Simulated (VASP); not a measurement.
A run of VASP 6.6.1 is set up as follows.

INCAR

```
ALGO = Normal
EDIFF = 1E-6
ENCUT = 500
GGA = CA
GGA_COMPAT = False
ISIF = 2
ISMEAR = 0
LASPH = True
LCHARG = True
LELF = True
LREAL = False
LVHAR = True
LWAVE = False
NBANDS = 17
NELM = 120
PREC = Accurate
SIGMA = 0.05
```

Contents of KPOINTS:

```
k-points
0
Gamma
  7 7 7
```

POSCAR

```
Pd
1.0
    0.0000000000      2.5468933743      2.5468933743
    2.5468933743      0.0000000000      2.5468933743
    2.5468933743      2.5468933743      0.0000000000
Pd
2
Direct
    1.0000000000      1.0000000000      1.0000000000
    0.2500000000      0.2500000000      0.2500000000
```

Potentials or basis: VASP PAW LDA potentials, release 64 (Pd).

Run with:

```console
$ cat potpaw_LDA.64/Pd/POTCAR > POTCAR
$ mpirun -np 1 vasp_std > vasp.out
```

Question: Predict the band gap on the k mesh.

Answer: Zero (bands 10 and 11 overlap by 0.63 eV).

Question: Predict the pressure.

Answer: 56.7 GPa.

Caveat: the cell stands under pressure.
